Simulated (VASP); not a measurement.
# Ni in VASP: notebook, part 2 of 2

VASP 6.6.1. Earlier steps stand in the parts before.

**4. Single point, LDA, collinear spin, ferromagnetic start**

This run uses another cell than the first one.

INCAR

```
ALGO     = Normal         # electronic algorithm
DIPOL    = 0.5 0.5 0.500
EDIFF    = 1E-7           # SCF threshold, eV
ENCUT    = 520            # plane-wave cutoff, eV
IDIPOL   = 3            
ISIF     = 2              # what is computed and relaxed
ISMEAR   = -1             # smearing method
ISPIN    = 2              # spin polarisation
LASPH    = T              # aspherical terms in the spheres
LCHARG   = F              # write CHGCAR
LDIPOL   = T            
LMAXMIX  = 4              # l up to which the mixer works
LORBIT   = 11             # projections on sites
LREAL    = F              # projectors in reciprocal space
LWAVE    = F              # write WAVECAR
MAGMOM   = 1 1 1 1 1      # initial moments
NBANDS   = 37             # bands
NELM     = 150            # most SCF steps
PREC     = Accurate       # precision mode
SIGMA    = 0.1            # smearing width, eV
```

KPOINTS

```
k-points
0
Gamma
  15 15 1
```

POSCAR

```
Ni
1.0
    2.4218354248      0.0000000000      0.0000000000
   -1.2109177124      2.0973710016      0.0000000000
    0.0000000000      0.0000000000     14.8588000000
Ni
5
Direct
    0.3333333333      0.1666666667      0.2355522419
    0.6666666667      0.8333333333      0.3669296417
    1.0000000000      0.5000000000      0.4999999558
    0.3333333333      0.1666666667      0.6330703104
    0.6666666667      0.8333333333      0.7644477581
```

Potentials or basis: VASP PAW LDA potentials, release 64 (Ni).

Command:

```console
cat potpaw_LDA.64/Ni/POTCAR > POTCAR
mpirun -np 1 vasp_std > vasp.out
```

OUTCAR:

```text
EDIFF = 1E-7
   ENCUT = 520
   ISIF = 2
   ISMEAR = -1
   ISPIN = 2
   LASPH = T
   LORBIT = 11
   LREAL = F
   NELM = 150
   PREC = Accurate

 ion  position               nearest neighbor table
   1  0.333  0.167  0.236-   2 2.40   2 2.40   2 2.40
   2  0.667  0.833  0.367-   1 2.40   1 2.40   1 2.40   3 2.42   3 2.42   3 2.42
   3  0.000  0.500  0.500-   2 2.42   2 2.42   2 2.42   4 2.42   4 2.42   4 2.42
   4  0.333  0.167  0.633-   5 2.40   5 2.40   5 2.40   3 2.42   3 2.42   3 2.42
   5  0.667  0.833  0.764-   4 2.40   4 2.40   4 2.40

  LATTYP: Found a hexagonal cell.
 ALAT       =     2.4218354248
 C/A-ratio  =     6.1353467076

  Lattice vectors:

 A1 = (   2.4218354248,   0.0000000000,   0.0000000000)
 A2 = (  -1.2109177124,   2.0973710016,   0.0000000000)
 A3 = (   0.0000000000,   0.0000000000,  14.8588000000)

Analysis of symmetry for initial positions (statically):
=====================================================================
 Subroutine PRICEL returns:
 Original cell was already a primitive cell.

 Routine SETGRP: Setting up the symmetry group for a
 hexagonal supercell.

 Subroutine GETGRP returns: Found 12 space group operations
 (whereof  4 operations were pure point group operations)
 out of a pool of 24 trial point group operations.

The static configuration has the point symmetry C_2h.
 The point group associated with its full space group is D_3d.

Analysis of symmetry for dynamics (positions and initial velocities):
=====================================================================
 Subroutine PRICEL returns:
 Original cell was already a primitive cell.

 Routine SETGRP: Setting up the symmetry group for a
 hexagonal supercell.

 Subroutine GETGRP returns: Found 12 space group operations
 (whereof  4 operations were pure point group operations)
 out of a pool of 24 trial point group operations.

The dynamic configuration has the point symmetry C_2h.
 The point group associated with its full space group is D_3d.

Analysis of structural, dynamic, and magnetic symmetry:
=====================================================================
 Subroutine PRICEL returns:
 Original cell was already a primitive cell.

 Routine SETGRP: Setting up the symmetry group for a
 hexagonal supercell.

 Subroutine GETGRP returns: Found 12 space group operations
 (whereof  4 operations were pure point group operations)
 out of a pool of 24 trial point group operations.

The overall configuration has the point symmetry C_2h.
 The point group associated with its full space group is D_3d.

 Subroutine INISYM returns: Found 12 space group operations
 (whereof  4 operations are pure point group operations),
 and found     1 'primitive' translations

----------------------------------------------------------------------------------------

                                     Primitive cell

  volume of cell :      75.4751

  direct lattice vectors                    reciprocal lattice vectors
     2.421835425  0.000000000  0.000000000     0.412909973  0.238393684  0.000000000
    -1.210917712  2.097371002  0.000000000     0.000000000  0.476787368  0.000000000
     0.000000000  0.000000000 14.858800000     0.000000000  0.000000000  0.067300186

  length of vectors
[... 94 lines left out ...]
   ISIF   =      2    stress and relaxation
   ISYM   =      2    0-nonsym 1-usesym 2-fastsym
   POTIM  = 0.5000    time-step for ionic-motion
   TEBEG  =    0.0;   TEEND  =   0.0 temperature during run
   PSTRESS=    0.0 pullay stress
   NELECT =      50.0000    total number of electrons
   NUPDOWN=      -1.0000    fix difference up-down
   EMIN   =  10.00;   EMAX   =-10.00  energy-range for DOS
   EFERMI =   0.00;   METHOD = LEGACY
   ISMEAR =    -1;   SIGMA  =   0.10  broadening in eV -4-tet -1-fermi 0-gaus
   EFERMI_NEDOS =   21; number of points for ismear=-14 and -15
   IALGO  =     38    algorithm
   IMIX   =      4    mixing-type and parameters
     AMIX     =   0.40;   BMIX     =  1.00
     AMIX_MAG =   1.60;   BMIX_MAG =  1.00
  volume/ion in A,a.u.               =      15.10       101.87
  Fermi-wavevector in a.u.,A,eV,Ry     =   1.427130  2.696885 27.710998  2.036701
  Thomas-Fermi vector in A             =   2.547333
   LORBIT       =     11    0 simple, 1 ext, 2 COOP (PROOUT), +10 PAW based schemes
   GGA     = CA    functional components
   LHFCALC =     F    Hartree Fock is set to
   AEXX    =    0.0000 exact exchange contribution
   IVDW    =     0    specifies the selected vdW correction
   LEPSILON=     F    determine dielectric tensor
   LRPA    =     F    only Hartree local field effects (RPA)
 spin polarized calculation
  energy-cutoff  :      520.00
  volume of cell :       75.48
 maximum number of plane-waves:      2065
 NGX is ok and might be reduce to    18
   NGX =  9   NGY =  9   NGZ = 55

 number of electron      49.9999945 magnetization       2.9867936

 dipolmoment           0.000000      0.000000      0.000005 electrons x Angstroem

 Free energy of the ion-electron system (eV)
  ---------------------------------------------------
  ext. energy  EPLUGINS =         0.00000000
  ---------------------------------------------------
  free energy    TOTEN  =       -31.45404737 eV

  energy without entropy =      -31.16675801  energy(sigma->0) =      -31.31040269

 E-fermi :   5.0356     XC(G=0): -10.5472

 val. band max:        5.0257711360   @ k =   0.2667   0.1333   0.0000
 cond. band min:       5.0404642796   @ k =   0.0000   0.0000   0.0000
 fundamental gap:      0.0146931435
 Fermi energy:         5.0355809725

 spin component 1

 k-point     1 :       0.0000    0.0000    0.0000
  band No.  band energies     occupation
      1      -4.1894      1.00000
      2      -3.2026      1.00000
      3      -1.7759      1.00000
      4      -0.5526      1.00000
      5      -0.2065      1.00000
      6       2.2753      1.00000
[... 949 lines left out ...]
     36      16.1883      0.00000
     37      16.1890      0.00000

 [... further k-points ...]

 spin component 2

 k-point     1 :       0.0000    0.0000    0.0000
  band No.  band energies     occupation
      1      -4.1411      1.00000
      2      -3.1486      1.00000
      3      -1.6983      1.00000
      4      -0.3596      1.00000
      5       0.1258      1.00000
      6       2.8090      1.00000
[... 949 lines left out ...]
     36      16.3466      0.00000
     37      16.3571      0.00000

 [... further k-points ...]

------------------------ aborting loop because EDIFF is reached ----------------------------------------

 vacuum level on the upper side and lower side of the slab       (xc-potential included)        -1.590        -1.590

  FORCE on cell =-STRESS in cart. coord.  units (eV):
  Direction    XX          YY          ZZ          XY          YZ          ZX
  --------------------------------------------------------------------------------------
  -------------------------------------------------------------------------------------
  Total       -1.8600059     -1.8600059     -0.0423267      0.0000000      0.0000000     -0.0000000
  in kB      -39.4840123    -39.4840123     -0.8985065      0.0000000      0.0000000     -0.0000000
  external PRESSURE =     -26.6221771 kB  Pullay stress =       0.0000000 kB

 VOLUME and BASIS-vectors are now :
 -----------------------------------------------------------------------------
  energy-cutoff  :      520.00
  volume of cell :       75.48
      direct lattice vectors                 reciprocal lattice vectors
     2.421835425  0.000000000  0.000000000     0.412909973  0.238393684  0.000000000
    -1.210917712  2.097371002  0.000000000     0.000000000  0.476787368  0.000000000
     0.000000000  0.000000000 14.858800000     0.000000000  0.000000000  0.067300186

 POSITION                                       TOTAL-FORCE (eV/Angst)
 -----------------------------------------------------------------------------------
      0.60546      0.34956      3.50002         0.000000      0.000000     -0.003910
      0.60546      1.74781      5.45213        -0.000000      0.000000      0.008838
     -0.60546      1.04869      7.42940        -0.000000      0.000000      0.000000
      0.60546      0.34956      9.40667        -0.000000     -0.000000     -0.008838
      0.60546      1.74781     11.35878         0.000000     -0.000000      0.003910
 -----------------------------------------------------------------------------------
    total drift:                               -0.000000     -0.000000      0.000831

  FREE ENERGIE OF THE ION-ELECTRON SYSTEM (eV)
  ---------------------------------------------------
  free  energy   TOTEN  =       -31.4540473698 eV

  energy  without entropy=      -31.1667580067  energy(sigma->0) =      -31.31040269

 vacuum level on the upper side and lower side of the slab         8.966         8.966

 total charge

# of ion       s       p       d       tot
------------------------------------------
    1        0.524   0.442   8.346   9.312
    2        0.533   0.574   8.371   9.478
    3        0.536   0.570   8.369   9.474
    4        0.533   0.574   8.371   9.478
    5        0.524   0.442   8.346   9.312
--------------------------------------------------
tot          2.650   2.601  41.803  47.055

 magnetization (x)

# of ion       s       p       d       tot
------------------------------------------
    1       -0.003  -0.016   0.624   0.604
    2       -0.005  -0.018   0.632   0.608
    3       -0.004  -0.019   0.593   0.570
    4       -0.005  -0.018   0.632   0.608
    5       -0.003  -0.016   0.624   0.604
--------------------------------------------------
tot         -0.022  -0.088   3.103   2.994
```

Run time: 1.8 min. Hardware: 1 thread of Intel Xeon 6975P-C (Granite Rapids), shared host; peak memory 0.23 GiB.

Results:

| Quantity | Value |
| --- | --- |
| Free energy | -31.4540 eV |
| Largest force | 0.009 eV/Å |
| Net moment | 2.99 μB per cell |
| Site moments | Ni +0.60, +0.61, +0.57 (each value once) μB |
| Valence electrons inside the program's atomic spheres | Ni 9.31, 9.48, 9.47 (each value once) |

Forces on the atoms (eV/Å):
```
Ni   0.000  0.000 -0.004
Ni   0.000  0.000  0.009
Ni   0.000  0.000  0.000
Ni   0.000  0.000 -0.009
Ni   0.000  0.000  0.004
```

Levels at points of the mesh, in eV from the Fermi level:
Spin up:
```csv
k point,band 24,band 25,band 26,band 27,band 28,band 29,band 30,band 31
"(0.00, 0.00, 0.00)",-0.96,-0.96,-0.62,-0.62,-0.52,-0.48,-0.48,0.21
```
Spin down:
```
           k point  band 18  band 19  band 20  band 21  band 22  band 23  band 24  band 25  band 26  band 27
(0.00, 0.00, 0.00)    -1.57    -1.57    -0.72    -0.72    -0.63    -0.63    -0.40    -0.37    -0.37     0.00
```

**5. Single point, LDA, collinear spin, ferromagnetic start**

INCAR

```
PREC = Accurate
ENCUT = 520
EDIFF = 1E-6
ISMEAR = -1
SIGMA = 0.1
LREAL = False
LASPH = True
NELM = 150
ALGO = Normal
ISIF = 2
LWAVE = False
LCHARG = False
ISPIN = 2
MAGMOM = 1 1 1 1 1
LORBIT = 11
LMAXMIX = 4
LDIPOL = True
IDIPOL = 3
DIPOL = 0.5 0.5 0.500
GGA = CA
NBANDS = 37
```

KPOINTS

```
regular mesh
0
Gamma
  15 15 1
```

POSCAR

```
Ni
1.0
    2.4218354203      0.0000000000      0.0000000000
   -1.2109177101      2.0973709978      0.0000000000
    0.0000000000      0.0000000000     23.9097000000
Ni
5
Direct
    0.3333333333      0.1666666667      0.3356577037
    0.6666666667      0.8333333333      0.4173028206
    1.0000000000      0.5000000000      0.4999999808
    0.3333333333      0.1666666667      0.5826971737
    0.6666666667      0.8333333333      0.6643423208
```

Command:

```console
cat potpaw_LDA.64/Ni/POTCAR > POTCAR
mpirun -np 1 vasp_std > vasp.out
```

It took 6.5 min on 1 thread of Intel Xeon Platinum 8488C (Sapphire Rapids), shared host; peak memory 0.3 GiB.

Results (log left out):

- Free energy: -31.4528 eV
- Largest force: 0.009 eV/Å
- Net moment: 2.99 μB per cell
- Site moments: Ni +0.60, +0.61, +0.57 (each value once) μB
- Valence electrons inside the program's atomic spheres: Ni 9.31, 9.48, 9.47 (each value once)

Forces in eV/Å, atoms in the order of the input:
```
Ni   0.000  0.000 -0.002
Ni   0.000  0.000  0.009
Ni   0.000  0.000  0.000
Ni   0.000  0.000 -0.009
Ni   0.000  0.000  0.002
```

Levels at points of the mesh, in eV from the Fermi level:
Spin up:
| k point | band 25 | band 26 | band 27 | band 28 | band 29 | band 30 |
| --- | --- | --- | --- | --- | --- | --- |
| (0.00, 0.00, 0.00) | -0.96 | -0.62 | -0.62 | -0.48 | -0.48 | -0.47 |
Spin down:
| k point | band 19 | band 20 | band 21 | band 22 | band 23 | band 24 | band 25 | band 26 |
| --- | --- | --- | --- | --- | --- | --- | --- | --- |
| (0.00, 0.00, 0.00) | -1.57 | -0.72 | -0.72 | -0.63 | -0.63 | -0.37 | -0.37 | -0.34 |

**6. The runs side by side**

| cell | gap on the mesh (eV) | moment (μB) | largest force (eV/Å) |
| --- | --- | --- | --- |
| a = 2.422, b = 2.422, c = 23.910 Å, angles 90.0, 90.0, 120.0°, 5 atoms, atomic positions A | none | 2.98 | 0.16 |
| a = 2.422, b = 2.422, c = 14.859 Å, angles 90.0, 90.0, 120.0°, 5 atoms, atomic positions B | none | 2.99 | 0.01 |
| a = 2.422, b = 2.422, c = 23.910 Å, angles 90.0, 90.0, 120.0°, 5 atoms, atomic positions B | none | 2.99 | 0.01 |

Alike in all rows: task single point; level LDA; potentials or basis VASP PAW LDA potentials, release 64 (Ni); spin collinear, ferromagnetic start; k mesh 15 × 15 × 1; cutoff (eV) 520; smearing fermi-dirac 0.1 eV.

Total energies depend on the potentials used, so only differences within one code and one set of settings carry meaning.
